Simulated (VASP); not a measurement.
# CuO in VASP: notebook, part 3 of 3

VASP 6.6.1.

**6. Single point, PBE**

This run uses another cell than the first one, of 9.70 Å³/atom, 0.962 times its volume.

The input, INCAR:

```
ALGO = Normal ; EDIFF = 1E-6
ENCUT = 520 ; GGA = PE
ISIF = 2 ; ISMEAR = -1
LASPH = True ; LCHARG = False
LREAL = False ; LWAVE = False
NBANDS = 25 ; NELM = 60
PREC = Accurate ; SIGMA = 0.05
```

The input, KPOINTS:

```
k-points
0
Gamma
  8 8 5
```

The input, POSCAR:

```
CuO
1.0
    3.1795331000     -0.0158976655      0.0000000000
   -1.6035343322      2.7615052728      0.0000000000
    0.0000000000      0.0000000000      4.4314907300
Cu O
2 2
Direct
    0.0000000000      0.0000000000      0.0000000000
    0.0000000000      0.0000000000      0.5000000000
    0.3333333333      0.6666666667      0.2500000000
    0.6666666667      0.3333333333      0.7500000000
```

Potentials or basis: VASP PAW PBE potentials, release 64 (Cu, O).

The run is started by

```bash
$ cat potpaw_PBE.64/Cu/POTCAR potpaw_PBE.64/O/POTCAR > POTCAR
$ mpirun -np 1 vasp_std > vasp.out
```

OUTCAR:

```text
EDIFF = 1E-6
   ENCUT = 520
   GGA = PE
   ISIF = 2
   ISMEAR = -1
   LASPH = True
   LREAL = False
   NELM = 60
   PREC = Accurate

 ion  position               nearest neighbor table
   1  0.000  0.000  0.000-   4 2.14   3 2.14   4 2.14   3 2.14   3 2.15   4 2.15   2 2.22   2 2.22

   2  0.000  0.000  0.500-   4 2.14   3 2.14   4 2.14   3 2.14   3 2.15   4 2.15   1 2.22   1 2.22

   3  0.333  0.667  0.250-   1 2.14   2 2.14   1 2.14   2 2.14   1 2.15   2 2.15
   4  0.667  0.333  0.750-   1 2.14   2 2.14   1 2.14   2 2.14   1 2.15   2 2.15

  LATTYP: Found a simple monoclinic cell.
 ALAT       =     3.1657752999
 B/A-ratio  =     1.3998121503
 C/A-ratio  =     1.0043583460
 COS(beta)  =    -0.4934813920

  Lattice vectors:

 A1 = (   1.5759987678,   2.7456076073,   0.0000000000)
 A2 = (   0.0000000000,   0.0000000000,  -4.4314907300)
 A3 = (  -3.1795331000,   0.0158976655,   0.0000000000)

Analysis of symmetry for initial positions (statically):
=====================================================================
 Subroutine PRICEL returns:
 Original cell was already a primitive cell.

 Routine SETGRP: Setting up the symmetry group for a
 simple monoclinic supercell.

 Subroutine GETGRP returns: Found  4 space group operations
 (whereof  2 operations were pure point group operations)
 out of a pool of  4 trial point group operations.

The static configuration has the point symmetry S_2 .
 The point group associated with its full space group is C_2h.

Analysis of symmetry for dynamics (positions and initial velocities):
=====================================================================
 Subroutine PRICEL returns:
 Original cell was already a primitive cell.

 Routine SETGRP: Setting up the symmetry group for a
 simple monoclinic supercell.

[... 124 lines left out ...]
   ISMEAR =    -1;   SIGMA  =   0.05  broadening in eV -4-tet -1-fermi 0-gaus
   EFERMI_NEDOS =   21; number of points for ismear=-14 and -15
   IALGO  =     38    algorithm
   IMIX   =      4    mixing-type and parameters
     AMIX     =   0.40;   BMIX     =  1.00
     AMIX_MAG =   1.60;   BMIX_MAG =  1.00
  volume/ion in A,a.u.               =       9.70        65.45
  Fermi-wavevector in a.u.,A,eV,Ry     =   1.566639  2.960519 33.393579  2.454359
  Thomas-Fermi vector in A             =   2.668938
   LORBIT       =      0    0 simple, 1 ext, 2 COOP (PROOUT), +10 PAW based schemes
   GGA     = PE    functional components
   LHFCALC =     F    Hartree Fock is set to
   AEXX    =    0.0000 exact exchange contribution
   IVDW    =     0    specifies the selected vdW correction
   LEPSILON=     F    determine dielectric tensor
   LRPA    =     F    only Hartree local field effects (RPA)
 non-spin polarized calculation
  energy-cutoff  :      520.00
  volume of cell :       38.80
 maximum number of plane-waves:      1058
   NGX = 11   NGY = 11   NGZ = 17

 number of electron      34.0000020 magnetization

 Free energy of the ion-electron system (eV)
  ---------------------------------------------------
  ext. energy  EPLUGINS =         0.00000000
  ---------------------------------------------------
  free energy    TOTEN  =       -18.13194961 eV

  energy without entropy =      -18.09857051  energy(sigma->0) =      -18.11526006

 E-fermi :   5.7458     XC(G=0): -12.2126

 val. band max:        5.7381644260   @ k =  -0.1250   0.2500   0.4000
 cond. band min:       5.7523218150   @ k =   0.3750   0.1250   0.0000
 fundamental gap:      0.0141573890
 Fermi energy:         5.7458018947

 k-point     1 :       0.0000    0.0000    0.0000
  band No.  band energies     occupation
      1     -13.4992      2.00000
      2     -11.9332      2.00000
      3      -0.8147      2.00000
      4       0.3803      2.00000
      5       0.3835      2.00000
      6       1.4623      2.00000
[... 661 lines left out ...]
     24      18.7465      0.00000
     25      18.8702      0.00000

 [... further k-points ...]

------------------------ aborting loop because EDIFF is reached ----------------------------------------

  FORCE on cell =-STRESS in cart. coord.  units (eV):
  Direction    XX          YY          ZZ          XY          YZ          ZX
  --------------------------------------------------------------------------------------
  -------------------------------------------------------------------------------------
  Total       -2.2056052     -2.2047360      9.1971401      0.0547634      0.0000000      0.0000000
  in kB      -91.0839869    -91.0480940    379.8105867      2.2615419      0.0000000      0.0000000
  external PRESSURE =      65.8928352 kB  Pullay stress =       0.0000000 kB

 VOLUME and BASIS-vectors are now :
 -----------------------------------------------------------------------------
  energy-cutoff  :      520.00
  volume of cell :       38.80
      direct lattice vectors                 reciprocal lattice vectors
     3.179533100 -0.015897666  0.000000000     0.315427389  0.183160486  0.000000000
    -1.603534332  2.761505273  0.000000000     0.001815879  0.363175777  0.000000000
     0.000000000  0.000000000  4.431490730     0.000000000  0.000000000  0.225657699

 POSITION                                       TOTAL-FORCE (eV/Angst)
 -----------------------------------------------------------------------------------
      0.00000      0.00000      0.00000        -0.000000      0.000000      0.000000
      0.00000      0.00000      2.21575        -0.000000      0.000000      0.000000
     -0.00918      1.83570      1.10787         0.040118     -0.000550      0.000000
      1.58518      0.90990      3.32362        -0.040118      0.000550      0.000000
 -----------------------------------------------------------------------------------
    total drift:                               -0.000000      0.000000      0.000000

  FREE ENERGIE OF THE ION-ELECTRON SYSTEM (eV)
  ---------------------------------------------------
  free  energy   TOTEN  =       -18.1319496117 eV

  energy  without entropy=      -18.0985705130  energy(sigma->0) =      -18.11526006
```

OSZICAR:

```text
N       E                     dE             d eps       ncg     rms          rms(c)
DAV:   1     0.285076543679E+03    0.28508E+03   -0.16643E+04  5668   0.219E+03
DAV:   2     0.998804084965E+01   -0.27509E+03   -0.25529E+03  5205   0.397E+02
DAV:   3    -0.225997350095E+02   -0.32588E+02   -0.30548E+02  6089   0.149E+02
DAV:   4    -0.237458171961E+02   -0.11461E+01   -0.11350E+01  6435   0.303E+01
DAV:   5    -0.237626245326E+02   -0.16807E-01   -0.16797E-01  6449   0.342E+00    0.162E+01
DAV:   6    -0.218683386900E+02    0.18943E+01   -0.32585E+01  7152   0.143E+02    0.140E+01
DAV:   7    -0.180832555609E+02    0.37851E+01   -0.97916E+00  6199   0.112E+02    0.247E+00
DAV:   8    -0.181825036190E+02   -0.99248E-01   -0.13659E+00  5404   0.834E+00    0.179E+00
DAV:   9    -0.181382292743E+02    0.44274E-01   -0.43928E-02  8637   0.712E+00    0.810E-01
DAV:  10    -0.181328817331E+02    0.53475E-02   -0.14553E-02  8041   0.201E+00    0.440E-01
DAV:  11    -0.181318911620E+02    0.99057E-03   -0.64345E-03  6392   0.692E-01    0.124E-01
DAV:  12    -0.181318988648E+02   -0.77028E-05   -0.31731E-04  8199   0.324E-01    0.631E-02
DAV:  13    -0.181319471501E+02   -0.48285E-04   -0.85693E-05  6887   0.193E-01    0.110E-02
DAV:  14    -0.181319498108E+02   -0.26607E-05   -0.20186E-05  7999   0.542E-02    0.716E-03
DAV:  15    -0.181319496117E+02    0.19904E-06   -0.85946E-07  3680   0.289E-02
   1 F= -.18131950E+02 E0= -.18115260E+02  d E =-.333791E-01
```

stdout:

```text
POSCAR found type information on POSCAR CuO
 POSCAR found :  2 types and       4 ions
 scaLAPACK will be used
 LDA part: xc-table for (Slater+PW92), standard interpolation
 POSCAR, INCAR and KPOINTS ok, starting setup
 FFT: planning ... GRIDC
 FFT: planning ... GRID_SOFT
 FFT: planning ... GRID
 WAVECAR not read
 entering main loop
```

It took 56 s on 1 thread of Intel Xeon 6975P-C, shared host; peak memory 0.21 GiB.

Results:

```yaml
Free_energy: -18.1319 eV
Pressure: 6.6 GPa
Largest_force: 0.040 eV/Å
Band_gap_on_the_k_mesh: zero (band 17 reaches 6.31 eV, above the bottom of band 18 at 5.39 eV)
```

Forces on the atoms (eV/Å):
```
Cu   0.000  0.000  0.000
Cu   0.000  0.000  0.000
O    0.040 -0.001  0.000
O   -0.040  0.001  0.000
```

Levels at points of the mesh, in eV from the Fermi level:
| k point | band 15 | band 16 | band 17 | band 18 | band 19 | band 20 |
| --- | --- | --- | --- | --- | --- | --- |
| (0.00, 0.00, 0.00) | -1.48 | -0.16 | 0.57 | 0.58 | 1.41 | 5.06 |
| (0.50, 0.00, 0.00) | -1.50 | -1.25 | 0.33 | 0.45 | 6.61 | 6.76 |
| (0.00, 0.50, 0.00) | -1.50 | -1.26 | 0.33 | 0.46 | 6.66 | 6.76 |
| (0.50, 0.50, 0.00) | -1.50 | -1.26 | 0.32 | 0.47 | 6.72 | 6.75 |

Caveat: semilocal functionals often make such compounds metallic where correlation or magnetic order opens a gap, which also shifts bond lengths. With open d or f shells a metallic result of PBE can be an artefact of self-interaction; +U or a hybrid may open a gap.

**7. Summary**

| cell | k mesh | gap on the mesh (eV) | pressure (GPa) | largest force (eV/Å) |
| --- | --- | --- | --- | --- |
| a = 3.221, b = 3.221, c = 4.490 Å, angles 90.0, 90.0, 120.0°, 4 atoms | 10 × 10 × 6 | none | -0.4 | - |
| a = 3.242, b = 3.242, c = 4.518 Å, angles 90.0, 90.0, 120.0°, 4 atoms | 10 × 10 × 6 | none | -3.5 | - |
| a = 3.180, b = 3.180, c = 4.431 Å, angles 90.0, 90.0, 120.0°, 4 atoms | 6 × 6 × 4 | none | 6.6 | - |
| a = 3.180, b = 3.207, c = 4.431 Å, angles 90.0, 90.0, 120.9°, 4 atoms | 8 × 8 × 5 | none | 6.6 | 0.08 |
| a = 3.180, b = 3.193, c = 4.431 Å, angles 90.0, 90.0, 120.4°, 4 atoms | 8 × 8 × 5 | none | 6.6 | 0.04 |

Alike in all rows: task single point; level PBE; potentials or basis VASP PAW PBE potentials, release 64 (Cu, O); no spin polarisation; cutoff (eV) 520; smearing fermi-dirac 0.05 eV.

Caveats: some runs use coarse meshes; semilocal functionals often make such compounds metallic where correlation or magnetic order opens a gap, which also shifts bond lengths.

Total energies depend on the potentials used, so only differences within one code and one set of settings carry meaning.
